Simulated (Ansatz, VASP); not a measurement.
## Pt: VASP beside Ansatz

The input INCAR:

```
SYSTEM = Pt
ALGO = Normal
EDIFF = 1E-6
ENCUT = 500
GGA = CA
GGA_COMPAT = .FALSE.
ISIF = 2
ISMEAR = -1
LASPH = .TRUE.
LCHARG = .FALSE.
LREAL = .FALSE.
LWAVE = .FALSE.
NBANDS = 11
NELM = 120
PREC = Accurate
SIGMA = 0.1
```

Contents of KPOINTS:

```
k-points
0
G
  12 12 12
  0 0 0
```

Contents of POSCAR:

```
Pt
1.0
    0.0000000000      1.9609000000      1.9609000000
    1.9609000000      0.0000000000      1.9609000000
    1.9609000000      1.9609000000      0.0000000000
Pt
1
Direct
    0.0000000000      0.0000000000      0.0000000000
```

Input for Ansatz:

```yaml
crystal:
  lattice:
    - [0.0, 1.9609, 1.9609]
    - [1.9609, 0.0, 1.9609]
    - [1.9609, 1.9609, 0.0]
  atoms:
    - { symbol: Pt, position: [0.0, 0.0, 0.0] }
kpoints:
  mp_grid:
    grid: [12, 12, 12]
hamiltonian:
  xc: lda
  pseudopotentials:
    kind: all_electron
    lapw: {}
scf:
  occupations:
    method: fermi_dirac
    width: 0.1
output:
  forces: true
  stress: true
  eigenvalues: true
```

Alike in both runs: task single point; functional LDA; k mesh 12 × 12 × 12; occupations fermi-dirac, width 0.1 eV; no spin polarisation.

```csv
,VASP,Ansatz
version,VASP 6.6.1,Ansatz 0.2.0
potentials or method,"VASP PAW LDA potentials, release 64 (Pt), cutoff 500 eV",all-electron (LAPW or listed datasets)
```

Ansatz gave:

* gap on the k mesh at the Fermi level (eV): none
* pressure (GPa): -5.8

Task: Which values does VASP return?

Result: gap on the k mesh at the Fermi level (eV): none; pressure (GPa): -5.1.

LDA's correlation is that of Perdew and Zunger in VASP and of Perdew and Wang (1992) in Ansatz. A gap of «none» marks a metal or a gap that the smearing closes. Ansatz ran all-electron here, and VASP with PAW potentials.

Neither program's run includes spin-orbit coupling.
